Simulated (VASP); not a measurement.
Write the native input for VASP 6.6.1 that does the following.

* Task: single point
* Functional: PBE
* Dispersion: D3(BJ)
* Potentials or basis: VASP PAW PBE potentials, release 64 (Pb_d, Se)
* Cutoff: 520 eV
* k mesh: 10 × 10 × 10
* Occupations: gaussian, width 0.03 eV
* Spin: no spin polarisation
* Dipole correction: no
* Further INCAR settings: ALGO = Normal; EDIFF = 1e-06; NBANDS = 17

The structure of PbSe lies in POSCAR:

```
PbSe
1.0
    0.0000000000      2.8770097977      3.0674678463
    2.8770097977      0.0000000000      3.0674678463
    2.8770097977      2.8770097977      0.0000000000
Pb Se
1 1
Direct
    0.0000000000      0.0000000000      0.0000000000
    0.5000000000      0.5000000000      0.5000000000
```

This cell differs from its parent crystal: volume 25.390 Å^3 an atom, c/a of the conventional cell 1.0662.

The input as run:

INCAR

```
PREC = Accurate
ENCUT = 520
EDIFF = 1E-6
ISMEAR = 0
SIGMA = 0.03
LREAL = F
LASPH = T
NELM = 60
ALGO = Normal
ISIF = 2
LWAVE = F
LCHARG = F
GGA = PE
IVDW = 12
NBANDS = 17
```

KPOINTS

```
regular mesh
0
Gamma
  10 10 10
```

Potentials or basis: VASP PAW PBE potentials, release 64 (Pb_d, Se).

Command:

```bash
$ cat potpaw_PBE.64/Pb_d/POTCAR potpaw_PBE.64/Se/POTCAR > POTCAR
$ mpirun -np 1 vasp_std > vasp.out
```

It gave:

```yaml
Pressure: 9.4 GPa
Band_gap_on_the_k_mesh: 0.33 eV, direct
Dispersion_energy_per_atom: -0.417 eV
```

Caveat: spin-orbit coupling is left out, which moves the levels of the heavy elements.

It took 46 s on 1 thread of AMD EPYC 9R45 96-Core Processor (Zen 5), with other jobs on the host, peak memory 0.22 GiB.
